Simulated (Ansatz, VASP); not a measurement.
This is a calculation of Ru for Ansatz 0.2.0.

The input input.yaml:

```yaml
crystal:
  lattice:
    - [2.7058, 0.0, 0.0]
    - [-1.3529, 2.3432915376, 0.0]
    - [0.0, 0.0, 4.2819]
  atoms:
    - { symbol: Ru, position: [0.6666666667, 0.3333333333, 0.75] }
    - { symbol: Ru, position: [0.3333333333, 0.6666666667, 0.25] }
kpoints:
  mp_grid: { grid: [11, 11, 6] }
scf:
  occupations: { method: gaussian, width: 0.024 }
hamiltonian:
  xc: pbe
  pseudopotentials: { kind: all_electron, lapw: { basis_error: 0.001 } }
output:
  forces: true
  stress: true
  eigenvalues: true
```

Potentials or basis: all-electron LAPW, scalar-relativistic.

The run is started by

```console
$ ansatz run input.yaml --threads 1 --pin off --max-ram 3072MiB --backend cpu --events-out ev --progress --plain --runs-dir out
```

Question: Set up the same calculation for VASP 6.6.1. Potentials there: VASP PAW PBE potentials, release 64 (Ru_pv).

Answer: As run (the cutoff follows the program's own potentials):

File INCAR:

```
PREC = Accurate
ENCUT = 520
EDIFF = 1E-7
ISMEAR = 0
SIGMA = 0.024
LREAL = F
LASPH = T
NELM = 60
ALGO = Normal
ISIF = 2
LWAVE = F
LCHARG = F
GGA = PE
NBANDS = 21
```

Contents of KPOINTS:

```
Automatic mesh
0
Gamma
  11 11 6
```

POSCAR

```
Ru
1.0
    2.7058000000      0.0000000000      0.0000000000
   -1.3529000000      2.3432915376      0.0000000000
    0.0000000000      0.0000000000      4.2819000000
Ru
2
Direct
    0.6666666667      0.3333333333      0.7500000000
    0.3333333333      0.6666666667      0.2500000000
```

Potentials or basis: VASP PAW PBE potentials, release 64 (Ru_pv).

Command:

```sh
$ cat potpaw_PBE.64/Ru_pv/POTCAR > POTCAR
$ mpirun -np 1 vasp_std > vasp.out
```

Both were run:

|  | VASP | Ansatz | Ansatz less VASP |
| --- | --- | --- | --- |
| gap on the k mesh at the Fermi level (eV) | none | none | - |
| pressure (GPa) | 4.4 | 4.4 | +0.02 |
| traceless stress, the component that is largest in VASP (GPa) | -0.09 | -0.16 | -0.066 |

A gap of «none» marks a metal or a gap that the smearing closes. Ansatz ran all-electron here, and VASP with PAW potentials.
